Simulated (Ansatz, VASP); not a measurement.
## One calculation of I, two programs

File POSCAR:

```
I
1.0
    0.0000000000      2.3812671275      3.9357338680
    2.2067640717      0.0000000000      3.9357338680
    2.2067640717      2.3812671275      0.0000000000
I
1
Direct
    0.0000000000      0.0000000000      0.0000000000
```

Contents of INCAR.step1:

```
SYSTEM = I
  PREC = Accurate
  ENCUT = 520
  ISMEAR = -1
  SIGMA = 0.05
  LREAL = .FALSE.
  LASPH = .TRUE.
  NELM = 60
  NBANDS = 10
  GGA = PE
  ALGO = Normal
  EDIFF = 1E-4
  LWAVE = .TRUE.
  LCHARG = .FALSE.
```

The input INCAR.step2:

```
SYSTEM = I
  PREC = Accurate
  ENCUT = 520
  EDIFF = 1E-7
  ISMEAR = -1
  SIGMA = 0.05
  LREAL = .FALSE.
  LASPH = .TRUE.
  NELM = 60
  ALGO = Normal
  ISIF = 2
  LWAVE = .FALSE.
  LCHARG = .TRUE.
  METAGGA = R2SCAN
  LMIXTAU = .TRUE.
  IVDW = 12
  VDW_S6 = 1.0
  VDW_S8 = 0.78981345
  VDW_A1 = 0.49484001
  VDW_A2 = 5.73083694
  LELF = .TRUE.
  LVHAR = .TRUE.
  NBANDS = 10
  ISTART = 1
```

Contents of KPOINTS:

```
regular mesh
0
G
  9 9 9
  0 0 0
```

Contents of input.yaml:

```yaml
crystal:
  lattice:
    - [0.0, 2.3812671275, 3.935733868]
    - [2.2067640717, 0.0, 3.935733868]
    - [2.2067640717, 2.3812671275, 0.0]
  atoms:
    - { symbol: I, position: [0.0, 0.0, 0.0] }
hamiltonian:
  xc: r2scan
  pseudopotentials: { kind: paw }
  dispersion: d3bj
kpoints:
  mp_grid: { grid: [9, 9, 9] }
scf:
  occupations: { method: fermi_dirac, width: 0.05 }
output:
  forces: true
  stress: true
  eigenvalues: true
```

Alike in both runs: task single point; functional r2SCAN; dispersion D3(BJ); k mesh 9 × 9 × 9; occupations fermi-dirac, width 0.05 eV; no spin polarisation.

|  | VASP | Ansatz |
| --- | --- | --- |
| version | VASP 6.6.1 | Ansatz 0.2.0 |
| potentials or method | VASP PAW PBE potentials, release 64 (I) | Ansatz PAW |
| plane-wave cutoff (eV) | 520 | 500 |
| valence electrons in the cell | 7 | 17 |

VASP gave:

- gap on the k mesh at the Fermi level (eV): none
- pressure (GPa): -1.1
- traceless stress, the component that is largest in VASP (GPa): 0.48

**Question.** What did Ansatz give for the same quantities?

**Answer.** gap on the k mesh at the Fermi level (eV): none; pressure (GPa): -1.1; traceless stress, the component that is largest in VASP (GPa): 0.45.

VASP's potentials were made for PBE, not for r2SCAN. A gap of «none» marks a metal or a gap that the smearing closes. VASP's potentials hold 7 valence electrons a cell and Ansatz's 17, so a difference there can come from the potentials and not from the codes.

Spin-orbit coupling is off throughout.
